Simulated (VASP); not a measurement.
Here is a VASP 6.6.1 calculation.

File INCAR:

```
PREC = Accurate
ENCUT = 520
EDIFF = 1E-6
ISMEAR = 0
SIGMA = 0.05
LREAL = F
LASPH = T
NELM = 80
ALGO = Normal
ISIF = 2
LWAVE = F
LCHARG = F
GGA = PE
NBANDS = 14
```

Contents of KPOINTS:

```
Automatic mesh
0
Gamma
  8 8 8
```

Contents of POSCAR:

```
NaCl
1.0
    0.0000000000      3.1149250000      2.8317500000
    2.5485750000      0.0000000000      2.8317500000
    2.5485750000      3.1149250000      0.0000000000
Na Cl
1 1
Direct
    0.0000000000      0.0000000000      0.0000000000
    0.5000000000      0.5000000000      0.5000000000
```

Potentials or basis: VASP PAW PBE potentials, release 64 (Na_pv, Cl).

Run with:

```console
$ cat potpaw_PBE.64/Na_pv/POTCAR potpaw_PBE.64/Cl/POTCAR > POTCAR
$ mpirun -np 1 vasp_std > vasp.out
```

(1) What does it give for the pressure?

(2) Estimate the band gap on the k mesh.

Results:

(1) 2.7 GPa.

(2) 5.07 eV, direct.

Caveat: the cell differs from its parent crystal (strain -0.1000 x Voigt [1, -1, 0, 0, 0, 0]).
